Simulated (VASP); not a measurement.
Crystal: SnW.

```
Sn W
1.0
     4.27461    0.00000    0.00000
    -2.13730    3.70192    0.00000
     0.00000    0.00000    5.45779
Sn W
2 2
Direct
  0.33333 0.66667 0.25000
  0.66667 0.33333 0.75000
  0.00000 0.00000 0.50000
  0.00000 0.00000 0.00000
```

The cell was generated, and may not be a known phase.

```yaml
Program: VASP 6.6.1
Task: relaxation of cell and atoms
Functional: PBE
Potentials_or_basis: VASP PAW PBE potentials, release 64 (Sn_d, W_sv)
Cutoff: 600 eV
k_mesh: 12 × 12 × 8
Occupations: gaussian, width 0.1 eV
Spin: no spin polarisation
```

At the start: pressure 3.2 GPa; volume 21.59 Å³/atom.

Where does the relaxation end?

Over 7 steps the energy falls by 5.7 meV/atom and the volume is 22.15 Å³/atom (+2.6 %); space group P6_3/mmc (No. 194, to 0.1 Å) before and after.

Step by step:
| step | energy change (eV) | largest force (eV/Å) | pressure (GPa) | volume (Å³) |
| --- | --- | --- | --- | --- |
| 1 | 0.0000 | 0.0000 | 3.24 | 86.37 |
| 2 | 0.0355 | 0.0000 | -4.84 | 91.93 |
| 3 | -0.0199 | 0.0000 | -0.06 | 88.40 |
| 4 | -0.0199 | 0.0000 | 0.02 | 88.36 |
| 5 | -0.0219 | 0.0000 | 0.03 | 88.46 |
| 6 | -0.0228 | 0.0000 | 0.04 | 88.55 |
| 7 | -0.0228 | 0.0000 | 0.05 | 88.59 |

Final structure:
```
Sn W
1.0
     4.33292    0.00000    0.00000
    -2.16646    3.75242    0.00000
     0.00000    0.00000    5.44853
Sn W
2 2
Cartesian
  0.0000 2.5016 1.3621
  2.1665 1.2508 4.0864
  0.0000 0.0000 2.7243
  0.0000 0.0000 0.0000
```
